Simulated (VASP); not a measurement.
Nb, 1 atom in the cell. It takes space group Pm-3m (No. 221, cubic). Conventional cell: a = 2.738 Å, b = 2.738 Å, c = 2.738 Å, α = 90.00°, β = 90.00°, γ = 90.00°. Within 3.6 Å of Nb (site symmetry m-3m) lie 6 Nb at 2.74 Å. The cell was built from a structure type or drawn by symmetry, and may not be a known phase.

| Property | Result |
| --- | --- |
| Program | VASP 6.6.1 |
| Task | relaxation of cell and atoms |
| Functional | PBE |
| Potentials or basis | VASP PAW PBE potentials, release 64 (Nb_sv) |
| Cutoff | 600 eV |
| k mesh | 20 × 20 × 20 |
| Occupations | gaussian, width 0.1 eV |
| Spin | no spin polarisation |
| Dipole correction | no |
| Further INCAR settings | ALGO = Normal; EDIFF = 1e-06; IBRION = 2; EDIFFG = -0.01; NSW = 100; ISIF = 3 |

Potentials or basis: VASP PAW PBE potentials, release 64 (Nb_sv).

Command:

```bash
$ cat potpaw_PBE.64/Nb_sv/POTCAR > POTCAR
$ mpirun -np 1 vasp_std > vasp.out
```

Hardware: 1 thread of Intel Xeon 8259CL, with other jobs on the host.

How long does it take, and how much memory?

Wall time 2.5 min on 1 thread of Intel Xeon 8259CL, with other jobs on the host, peak memory 0.2 GiB. Counts: scf iterations 29, k points 286, ion steps 3.
